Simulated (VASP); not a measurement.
Input of a VASP 6.6.1 run:

Contents of INCAR:

```
ALGO = Normal
DIPOL = 0.5 0.5 0.330
EDIFF = 1E-6
ENCUT = 520
GGA = PE
IDIPOL = 3
ISIF = 2
ISMEAR = 0
ISPIN = 2
LASPH = True
LCHARG = False
LDIPOL = True
LORBIT = 11
LREAL = False
LWAVE = False
MAGMOM = 0 0 0 0 0 0 2
NBANDS = 28
NELM = 150
PREC = Accurate
SIGMA = 0.05
```

KPOINTS

```
k-points
0
Gamma
  7 5 1
```

POSCAR

```
Si6S
1.0
    3.8675355695      0.0000000000      0.0000000000
    0.0000000000      5.4695212554      0.0000000000
    0.0000000000      0.0000000000     19.2238421361
Si S
6 1
Direct
    0.5000000000      0.0000000000      0.2080749505
    0.0000000000      0.2500000000      0.2080749505
    0.0000000000      0.5024402202      0.3062860998
    0.5000000000      0.7475597798      0.3062860998
    0.5000000000      0.0098635024      0.4017845174
    0.0000000000      0.2401364976      0.4017845174
    1.0000000000      0.5098635024      0.4779509394
```

Potentials or basis: VASP PAW PBE potentials, release 64 (Si, S).

Command:

```sh
$ cat potpaw_PBE.64/Si/POTCAR potpaw_PBE.64/S/POTCAR > POTCAR
$ mpirun -np 1 vasp_std > vasp.out
```

(1) Predict the largest force.

(2) What does it give for the net moment?

(3) Predict the site moments.

## Answers

(1) 1.130 eV/Å.

(2) 0.55 μB per cell.

(3) Si -0.07, +0.14, -0.00, +0.01, +0.06 (each value once); S +0.08 μB.

Caveat: a moment this small can come from the mesh or the smearing.
